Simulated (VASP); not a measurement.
# Zn2C (Fm-3m) in VASP: settings compared, part 3 of 3

VASP 6.6.1. The steps go on from the part before.

## Step 6: Relaxation of cell and atoms, r2SCAN

This run uses another cell than the first one, of 11.78 Å³/atom, 1.031 times its volume.

POSCAR

```
Zn2C
1.0
    0.0000000000      2.6042747125      2.6042747125
    2.6042747125      0.0000000000      2.6042747125
    2.6042747125      2.6042747125      0.0000000000
C Zn
1 2
Direct
    0.0000000000      0.0000000000      0.0000000000
    0.2500000000      0.2500000000      0.2500000000
    0.7500000000      0.7500000000      0.7500000000
```

INCAR.step1

```
SYSTEM = Zn2C
ALGO = Normal ; EDIFF = 1E-4
ENCUT = 600 ; GGA = PE
ISMEAR = -1 ; LASPH = .TRUE.
LCHARG = .FALSE. ; LREAL = .FALSE.
LWAVE = .TRUE. ; NELM = 60
PREC = Accurate ; SIGMA = 0.02
```

INCAR.step2

```
SYSTEM = Zn2C
ALGO = Normal ; EDIFF = 1E-6
EDIFFG = -0.005 ; ENCUT = 600
IBRION = 2 ; ISIF = 3
ISMEAR = -1 ; ISTART = 1
LASPH = .TRUE. ; LCHARG = .FALSE.
LMIXTAU = .TRUE. ; LREAL = .FALSE.
LWAVE = .FALSE. ; METAGGA = R2SCAN
NELM = 60 ; NSW = 80
PREC = Accurate ; SIGMA = 0.02
```

KPOINTS

```
k-points
0
G
  8 8 8
  0 0 0
```

Potentials or basis: VASP PAW PBE potentials, release 64 (C, Zn).

On the command line:

```console
cat potpaw_PBE.64/C/POTCAR potpaw_PBE.64/Zn/POTCAR > POTCAR
cp INCAR.step1 INCAR
mpirun -np 1 vasp_std > vasp.out
cp INCAR.step2 INCAR
mpirun -np 1 vasp_std > vasp.out
```

OUTCAR:

```text
SYSTEM = Zn2C
   EDIFF = 1E-6
   EDIFFG = -0.005
   ENCUT = 600
   IBRION = 2
   ISIF = 3
   ISMEAR = -1
   ISTART = 1
   LASPH = .TRUE.
   LREAL = .FALSE.
   METAGGA = R2SCAN
   NELM = 60
   NSW = 80
   PREC = Accurate

 ion  position               nearest neighbor table
   1  0.000  0.000  0.000-   3 2.26   2 2.26   3 2.26   2 2.26   3 2.26   3 2.26   2 2.26   2 2.26

   2  0.250  0.250  0.250-   1 2.26   1 2.26   1 2.26   1 2.26   3 2.60   3 2.60   3 2.60   3 2.60
                             3 2.60   3 2.60
   3  0.750  0.750  0.750-   1 2.26   1 2.26   1 2.26   1 2.26   2 2.60   2 2.60   2 2.60   2 2.60
                             2 2.60   2 2.60

  LATTYP: Found a face centered cubic cell.
 ALAT       =     5.2085494250

  Lattice vectors:

 A1 = (   0.0000000000,   2.6042747125,   2.6042747125)
 A2 = (   2.6042747125,   0.0000000000,   2.6042747125)
 A3 = (   2.6042747125,   2.6042747125,   0.0000000000)

Analysis of symmetry for initial positions (statically):
=====================================================================
 Subroutine PRICEL returns:
 Original cell was already a primitive cell.

 Routine SETGRP: Setting up the symmetry group for a
 face centered cubic supercell.

 Subroutine GETGRP returns: Found 48 space group operations
 (whereof 48 operations were pure point group operations)
 out of a pool of 48 trial point group operations.

The static configuration has the point symmetry O_h .

Analysis of symmetry for dynamics (positions and initial velocities):
=====================================================================
 Subroutine PRICEL returns:
 Original cell was already a primitive cell.

 Routine SETGRP: Setting up the symmetry group for a
 face centered cubic supercell.

 Subroutine GETGRP returns: Found 48 space group operations
 (whereof 48 operations were pure point group operations)
 out of a pool of 48 trial point group operations.

The dynamic configuration has the point symmetry O_h .

 Subroutine INISYM returns: Found 48 space group operations
 (whereof 48 operations are pure point group operations),
 and found     1 'primitive' translations

----------------------------------------------------------------------------------------

                                     Primitive cell

  volume of cell :      35.3257

  direct lattice vectors                    reciprocal lattice vectors
     0.000000000  2.604274713  2.604274713    -0.191992034  0.191992034  0.191992034
     2.604274713  0.000000000  2.604274713     0.191992034 -0.191992034  0.191992034
     2.604274713  2.604274713  0.000000000     0.191992034  0.191992034 -0.191992034

  length of vectors
     3.683000619  3.683000619  3.683000619     0.332539958  0.332539958  0.332539958

  position of ions in fractional coordinates (direct lattice)
     0.000000000  0.000000000  0.000000000
     0.250000000  0.250000000  0.250000000
     0.750000000  0.750000000  0.750000000

  ion indices of the primitive-cell ions
   primitive index   ion index
                 1           1
                 2           2
                 3           3

[... 53 lines left out ...]
   k-points           NKPTS =     29   k-points in BZ     NKDIM =     29   number of bands    NBANDS=     18
   number of dos      NEDOS =    301   number of ions     NIONS =      3
   total plane-waves  NPLWV =  27000
   dimension x,y,z NGX =    30 NGY =   30 NGZ =   30
   dimension x,y,z NGXF=    60 NGYF=   60 NGZF=   60
   ions per type =               1   2
   NGX,Y,Z   is equivalent  to a cutoff of  13.54, 13.54, 13.54 a.u.
   NGXF,Y,Z  is equivalent  to a cutoff of  27.08, 27.08, 27.08 a.u.
 SYSTEM =  Zn2C
   PREC   = accura    normal or accurate (medium, high low for compatibility)
   ISTART =      1    job   : 0-new  1-cont  2-samecut
   ICHARG =      0    charge: 1-file 2-atom 10-const
   ISPIN  =      1    spin polarized calculation?
   LNONCOLLINEAR =      F non collinear calculations
   LSORBIT =      F    spin-orbit coupling
   LASPH  =      T    aspherical Exc in radial PAW
   ENCUT  =  600.0 eV  44.10 Ry    6.64 a.u.   7.36  7.36  7.36*2*pi/ulx,y,z
   NELM   =     60;   NELMIN=  2; NELMDL=  0     # of ELM steps
   EDIFF  = 0.1E-05   stopping-criterion for ELM
   LREAL  =      F    real-space projection
   EDIFFG = -.5E-02   stopping-criterion for IOM
   NSW    =     80    number of steps for IOM
   IBRION =      2    ionic relax: 0-MD 1-quasi-New 2-CG
   NFREE  =      1    steps in history (QN), initial steepest desc. (CG)
   ISIF   =      3    stress and relaxation
   ISYM   =      2    0-nonsym 1-usesym 2-fastsym
   POTIM  = 0.5000    time-step for ionic-motion
   TEBEG  =    0.0;   TEEND  =   0.0 temperature during run
   PSTRESS=    0.0 pullay stress
   NELECT =      28.0000    total number of electrons
   NUPDOWN=      -1.0000    fix difference up-down
   EMIN   =  10.00;   EMAX   =-10.00  energy-range for DOS
   EFERMI =   0.00;   METHOD = LEGACY
   ISMEAR =    -1;   SIGMA  =   0.02  broadening in eV -4-tet -1-fermi 0-gaus
   EFERMI_NEDOS =   21; number of points for ismear=-14 and -15
   IALGO  =     38    algorithm
   IMIX   =      4    mixing-type and parameters
     AMIX     =   0.40;   BMIX     =  1.00
     AMIX_MAG =   1.60;   BMIX_MAG =  1.00
  volume/ion in A,a.u.               =      11.78        79.46
  Fermi-wavevector in a.u.,A,eV,Ry     =   1.515063  2.863054 31.231033  2.295416
  Thomas-Fermi vector in A             =   2.624637
   LORBIT       =      0    0 simple, 1 ext, 2 COOP (PROOUT), +10 PAW based schemes
   METAGGA = R2SCAN    functional components
   LHFCALC =     F    Hartree Fock is set to
   AEXX    =    0.0000 exact exchange contribution
   IVDW    =     0    specifies the selected vdW correction
   LEPSILON=     F    determine dielectric tensor
   LRPA    =     F    only Hartree local field effects (RPA)
 conjugate gradient relaxation of ions
 non-spin polarized calculation
  energy-cutoff  :      600.00
  volume of cell :       35.33
 maximum number of plane-waves:      1243
 NGX is ok and might be reduce to    30
   NGX = 15   NGY = 15   NGZ = 15

--------------------------------------- Ionic step        1  -------------------------------------------

 number of electron      27.9999998 magnetization

 Free energy of the ion-electron system (eV)
  ---------------------------------------------------
  ext. energy  EPLUGINS =         0.00000000
  ---------------------------------------------------
  free energy    TOTEN  =       -25.82553006 eV

  energy without entropy =      -25.82535500  energy(sigma->0) =      -25.82544253

------------------------ aborting loop because EDIFF is reached ----------------------------------------

  FORCE on cell =-STRESS in cart. coord.  units (eV):
  Direction    XX          YY          ZZ          XY          YZ          ZX
  --------------------------------------------------------------------------------------
  -------------------------------------------------------------------------------------
  Total       -0.8120432     -0.8120432     -0.8120432     -0.0000000      0.0000000     -0.0000000
  in kB      -36.8297976    -36.8297976    -36.8297976     -0.0000000      0.0000000     -0.0000000
  external PRESSURE =     -36.8297976 kB  Pullay stress =       0.0000000 kB
[... 209 lines left out ...]
--------------------------------------- Ionic step        7  -------------------------------------------

 number of electron      28.0000026 magnetization

 Free energy of the ion-electron system (eV)
  ---------------------------------------------------
  ext. energy  EPLUGINS =         0.00000000
  ---------------------------------------------------
  free energy    TOTEN  =       -25.83783475 eV

  energy without entropy =      -25.83777572  energy(sigma->0) =      -25.83780524

 E-fermi :   4.6169     XC(G=0): -13.0053

 val. band max:        4.5492626363   @ k =   0.0000   0.0000   0.0000
 cond. band min:       4.6611656282   @ k =   0.0000   0.0000   0.0000
 fundamental gap:      0.1119029920
 Fermi energy:         4.6169010467

 k-point     1 :       0.0000    0.0000    0.0000
  band No.  band energies     occupation
      1     -10.1843      2.00000
      2      -4.4788      2.00000
      3      -4.4787      2.00000
      4      -4.4787      2.00000
      5      -4.2393      2.00000
      6      -4.2393      2.00000
[... 481 lines left out ...]
      5      -3.6158      2.00000
      6      -3.6132      2.00000
[... 10 lines left out ...]
     17      11.2346      0.00000
     18      11.8028      0.00000

 [... further k-points ...]

------------------------ aborting loop because EDIFF is reached ----------------------------------------

  FORCE on cell =-STRESS in cart. coord.  units (eV):
  Direction    XX          YY          ZZ          XY          YZ          ZX
  --------------------------------------------------------------------------------------
  -------------------------------------------------------------------------------------
  Total       -0.0091959     -0.0091959     -0.0091959      0.0000000      0.0000000     -0.0000000
  in kB       -0.4286412     -0.4286412     -0.4286412      0.0000000      0.0000000     -0.0000000
  external PRESSURE =      -0.4286412 kB  Pullay stress =       0.0000000 kB
[... 18 lines left out ...]
  FREE ENERGIE OF THE ION-ELECTRON SYSTEM (eV)
  ---------------------------------------------------
  free  energy   TOTEN  =       -25.8378347500 eV

  energy  without entropy=      -25.8377757226  energy(sigma->0) =      -25.83780524

 reached required accuracy - stopping structural energy minimisation
```

Run time: 6.6 min. Hardware: 1 thread of AMD EPYC 9R45 (Zen 5), shared host; peak memory 0.15 GiB.

What came out:

```yaml
Free_energy: -25.8378 eV
Relaxed_volume: 11.46 Å³/atom
Relaxed_cell: a = 3.650 Å, b = 3.650 Å, c = 3.650 Å, α = 60.00°, β = 60.00°, γ = 60.00°
Space_group_after_relaxing_to_0.05_Å: Fm-3m (No. 225)
Energy_gained_by_relaxing: 4.1 meV/atom
Ionic_steps: 7
Pressure_after_relaxing: 0.0 GPa
Band_gap_on_the_k_mesh: 0.11 eV, direct
```

Step by step:
```
step  energy change (eV)  largest force (eV/Å)  pressure (GPa)  volume (Å³)
   1              0.0000                0.0000           -3.68        35.33
   2             -0.0104                0.0000            1.76        33.96
   3             -0.0123                0.0000           -0.10        34.32
   4             -0.0123                0.0000            0.38        34.30
   5             -0.0122                0.0000           -0.34        34.43
   6             -0.0123                0.0000            0.21        34.34
   7             -0.0123                0.0000           -0.04        34.37
```

Final structure:
```
C Zn
1.0
     0.00000    2.58064    2.58064
     2.58064    0.00000    2.58064
     2.58064    2.58064    0.00000
C Zn
1 2
Direct
  0.00000 0.00000 0.00000
  0.25000 0.25000 0.25000
  0.75000 0.75000 0.75000
```

Levels at points of the mesh, in eV from the valence-band top:
```csv
k point,band 10,band 11,band 12,band 13,band 14,band 15,band 16,band 17,band 18
"(0.00, 0.00, 0.00)",-7.09,-7.09,0.00,0.00,0.00,0.11,4.55,4.55,4.55
"(0.50, 0.00, 0.00)",-7.87,-7.49,-7.30,-1.20,-1.20,1.12,5.49,5.49,6.43
"(0.50, 0.50, 0.00)",-7.41,-7.11,-5.48,-3.88,-3.88,1.13,1.89,8.15,9.75
```

Caveat: the PAW data sets were made with another functional, which shifts forces and pressure a little.

## Step 7: The runs side by side

| task | level | potentials or basis | cell | cutoff (eV) | gap on the mesh (eV) | pressure (GPa) | relaxed volume (Å³/atom) |
| --- | --- | --- | --- | --- | --- | --- | --- |
| single point | r2SCAN | VASP PAW PBE potentials, release 64 (C, Zn) | a = 3.646 Å, angles 60.0°, 3 atoms | 520 | 0.13 | 0.7 | - |
| relaxation of cell and atoms | PBE | VASP PAW PBE potentials, release 64 (C, Zn) | relaxed from a = 3.225 Å, angles 60.0°, 3 atoms | 600 | none | 0.1 | 11.81 |
| relaxation of cell and atoms | PBEsol | VASP PAW PBE potentials, release 64 (C, Zn) | relaxed from a = 3.683 Å, angles 60.0°, 3 atoms | 600 | none | 0.0 | 11.29 |
| relaxation of cell and atoms | LDA | VASP PAW LDA potentials, release 64 (C, Zn) | relaxed from a = 3.683 Å, angles 60.0°, 3 atoms | 600 | 0.19 | 0.0 | 10.91 |
| relaxation of cell and atoms | r2SCAN | VASP PAW PBE potentials, release 64 (C, Zn) | relaxed from a = 3.683 Å, angles 60.0°, 3 atoms | 600 | 0.11 | 0.0 | 11.46 |

Alike in all rows: no spin polarisation; k mesh 8 × 8 × 8; smearing fermi-dirac 0.02 eV.

Caveats: the PAW data sets were made with another functional, which shifts forces and pressure a little (some runs); the volume moved by over 15 % at a fixed basis, so the end points are rough (some runs).

Total energies depend on the potentials used, so only differences within one code and one set of settings carry meaning.
